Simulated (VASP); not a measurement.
Input of a VASP 6.6.1 run:

INCAR

```
SYSTEM = Ti2RuC3
PREC = Accurate
ENCUT = 520
EDIFF = 1E-6
ISMEAR = 0
SIGMA = 0.2
LREAL = .False.
LASPH = .True.
NELM = 60
ALGO = Normal
ISIF = 2
LWAVE = .False.
LCHARG = .False.
GGA = PE
NBANDS = 34
```

The input KPOINTS:

```
regular mesh
0
Gamma
  6 6 2
  0 0 0
```

File POSCAR:

```
Ti2RuC3
1.0
    3.1090694734      0.0000000000      0.0000000000
   -1.5545347367      2.6925331461      0.0000000000
    0.0000000000      0.0000000000      7.2188374111
Ti Ru C
2 1 3
Direct
    0.3333333333      0.6666666667      0.6734250807
    0.6666666667      0.3333333333      0.3265749193
    0.0000000000      0.0000000000      0.0000000000
    0.0000000000      0.0000000000      0.5000000000
    0.3333333333      0.6666666667      0.1594374994
    0.6666666667      0.3333333333      0.8405625006
```

Potentials or basis: VASP PAW PBE potentials, release 64 (Ti_sv, Ru_pv, C).

Launch:

```console
$ cat potpaw_PBE.64/Ti_sv/POTCAR potpaw_PBE.64/Ru_pv/POTCAR potpaw_PBE.64/C/POTCAR > POTCAR
$ mpirun -np 1 vasp_std > vasp.out
```

Problem. Estimate the pressure.

Solution. 0.1 GPa.

Problem. Estimate the band gap on the k mesh.

Solution. Zero (bands 25 and 26 overlap by 0.47 eV).

Problem. Predict the largest force.

Solution. 0.013 eV/Å.

Forces in eV/Å, atoms in the order of the input:
```
Ti   0.000  0.000  0.013
Ti   0.000  0.000 -0.013
Ru   0.000  0.000  0.000
C    0.000  0.000  0.000
C    0.000  0.000 -0.010
C    0.000  0.000  0.010
```

Caveat: the k points lie up to 0.44 Å⁻¹ apart.
